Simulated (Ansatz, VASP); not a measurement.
**Sc2SiF2 in VASP and in Ansatz**

Contents of INCAR:

```
  ALGO = Normal
  EDIFF = 1E-6
  ENCUT = 600
  GGA = PE
  GGA_COMPAT = False
  ISIF = 2
  ISMEAR = 0
  ISPIN = 2
  LASPH = True
  LCHARG = False
  LMAXMIX = 4
  LORBIT = 11
  LREAL = False
  LWAVE = False
  MAGMOM = 0 0 0 1 1
  NBANDS = 32
  NELM = 200
  PREC = Accurate
  SIGMA = 0.1
```

KPOINTS

```
k-points
0
Gamma
  4 4 4
```

The input POSCAR:

```
Sc2SiF2
1.0
    4.3268166600      0.0000000000      0.0000000000
    0.0000000000      4.3268166600      0.0000000000
    0.0000000000      0.0000000000      4.1299409900
Sc Si F
2 1 2
Direct
    0.5000000000      0.0000000000      0.1837432200
    0.0000000000      0.5000000000      0.1837432200
    0.0000000000      0.0000000000      0.6494142900
    0.5000000000      0.0000000000      0.6769339300
    0.0000000000      0.5000000000      0.6769339300
```

Input for Ansatz:

```yaml
crystal:
  lattice:
    - [4.32681666, 0.0, 0.0]
    - [0.0, 4.32681666, 0.0]
    - [0.0, 0.0, 4.12994099]
  atoms:
    - { symbol: Sc, position: [0.5, 0.0, 0.18374322] }
    - { symbol: Sc, position: [0.0, 0.5, 0.18374322] }
    - { symbol: Si, position: [0.0, 0.0, 0.64941429] }
    - { symbol: F, position: [0.5, 0.0, 0.67693393], spin: 1.0 }
    - { symbol: F, position: [0.0, 0.5, 0.67693393], spin: 1.0 }
basis:
  ecutwfc: 420
kpoints:
  mp_grid: { grid: [4, 4, 4] }
hamiltonian:
  xc: pbe
scf:
  occupations: { method: gaussian, width: 0.1 }
  lower_state_search: "off"
output:
  forces: true
  stress: true
  eigenvalues: true
  populations: true
magnetization:
  spin_polarized: true
```

Alike in both runs: task single point; functional PBE; k mesh 4 × 4 × 4; occupations gaussian, width 0.1 eV; collinear spin.

|  | VASP | Ansatz |
| --- | --- | --- |
| version | VASP 6.6.1 | Ansatz 0.2.0 |
| potentials or method | VASP PAW PBE potentials, release 64 (Sc_sv, Si, F), cutoff 600 eV | scalar-relativistic, plane waves, PAW |
| valence electrons in the cell | 40 | 40 |

```tsv
	VASP	Ansatz	Ansatz less VASP
gap on the k mesh at the Fermi level (eV)	none	none	-
pressure (GPa)	15.1	14.8	-0.25
traceless stress, the component that is largest in VASP (GPa)	-1.24	-1.90	-0.661
rms of the force components (eV/Å)	0.188	0.176	-0.0120
net moment per atom (μB)	0.00	0.00	0.000
```

Atom by atom the forces differ by 0.012 eV/Å (rms over components). A gap of «none» marks a metal or a gap that the smearing closes. With one functional, cell and mesh, what is left measures potentials, basis and numerics. Ansatz's warnings: seeded moment not kept.

The k mesh is coarse, so the values compare programs but aren't converged.
